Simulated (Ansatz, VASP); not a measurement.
**Cu: VASP beside Ansatz**

```
Cu
1.0
    -1.46256    1.46256    1.33914
     1.46256   -1.46256    1.33914
     1.46256    1.46256   -1.33914
Cu
1
Cartesian
  0.0000 0.0000 0.0000
```

Alike in both runs: task single point; functional PBEsol; k mesh 26 × 26 × 26; occupations gaussian, width 0.15 eV; no spin polarisation.

|  | VASP | Ansatz |
| --- | --- | --- |
| version | VASP 6.6.1 | Ansatz 0.2.0 |
| potentials or method | VASP PAW PBE potentials, release 64 (Cu), cutoff 520 eV | scalar-relativistic, plane waves, PAW |
| valence electrons in the cell | 11 | 19 |

```csv
,VASP,Ansatz,Ansatz less VASP
gap on the k mesh at the Fermi level (eV),none,none,-
pressure (GPa),-0.4,-1.3,-0.84
"traceless stress, the component that is largest in VASP (GPa)",0.41,0.39,-0.013
```

VASP's potentials were made for PBE, not for PBEsol. A gap of «none» marks a metal or a gap that the smearing closes. VASP's potentials hold 11 valence electrons a cell and Ansatz's 19, so a difference there can come from the potentials and not from the codes.
